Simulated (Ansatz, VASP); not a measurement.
**Two plane-wave programs on InSb3**

The input INCAR:

```
SYSTEM = InSb3
PREC = Accurate
ENCUT = 520
EDIFF = 1E-6
ISMEAR = 0
SIGMA = 0.15
LREAL = .False.
LASPH = .True.
NELM = 80
ALGO = Normal
ISIF = 2
LWAVE = .False.
LCHARG = .False.
GGA = PE
NBANDS = 22
```

Contents of KPOINTS:

```
Automatic mesh
0
Gamma
  10 10 10
  0 0 0
```

Contents of POSCAR:

```
InSb3
1.0
    5.0126204064      0.0000000000      0.0000000000
    0.0000000000      5.0126204064      0.0000000000
    0.0000000000      0.0000000000      4.4396778939
In Sb
1 3
Direct
    0.0000000000      0.0000000000      0.0000000000
    0.5000000000      0.0000000000      0.5000000000
    0.0000000000      0.5000000000      0.5000000000
    0.5000000000      0.5000000000      0.0000000000
```

Input for Ansatz:

```yaml
crystal:
  lattice:
    - [5.0126204064, 0.0, 0.0]
    - [0.0, 5.0126204064, 0.0]
    - [0.0, 0.0, 4.4396778939]
  atoms:
    - { symbol: In, position: [0.0, 0.0, 0.0] }
    - { symbol: Sb, position: [0.5, 0.0, 0.5] }
    - { symbol: Sb, position: [0.0, 0.5, 0.5] }
    - { symbol: Sb, position: [0.5, 0.5, 0.0] }
basis:
  ecutwfc: 420
kpoints:
  mp_grid: { grid: [10, 10, 10] }
hamiltonian:
  xc: pbe
  pseudopotentials: { kind: paw, azcp: { folder: soft_1 } }
scf:
  occupations: { method: gaussian, width: 0.15 }
output:
  forces: true
  stress: true
  eigenvalues: true
```

Alike in both runs: task single point; functional PBE; k mesh 10 × 10 × 10; occupations gaussian, width 0.15 eV; no spin polarisation.

|  | VASP | Ansatz |
| --- | --- | --- |
| version | VASP 6.6.1 | Ansatz 0.2.0 |
| potentials or method | VASP PAW PBE potentials, release 64 (In_d, Sb), cutoff 520 eV | scalar-relativistic, plane waves, PAW |
| valence electrons in the cell | 28 | 58 |

|  | VASP | Ansatz | Ansatz less VASP |
| --- | --- | --- | --- |
| gap on the k mesh at the Fermi level (eV) | none | none | - |
| pressure (GPa) | -0.2 | -0.1 | +0.09 |
| traceless stress, the component that is largest in VASP (GPa) | -0.37 | -0.37 | -0.003 |

A gap of «none» marks a metal or a gap that the smearing closes. The functional is the same, so the differences come from potentials, cutoffs and numerics. VASP's potentials hold 28 valence electrons a cell and Ansatz's 58, so a difference there can come from the potentials and not from the codes.

Spin-orbit coupling is off throughout.
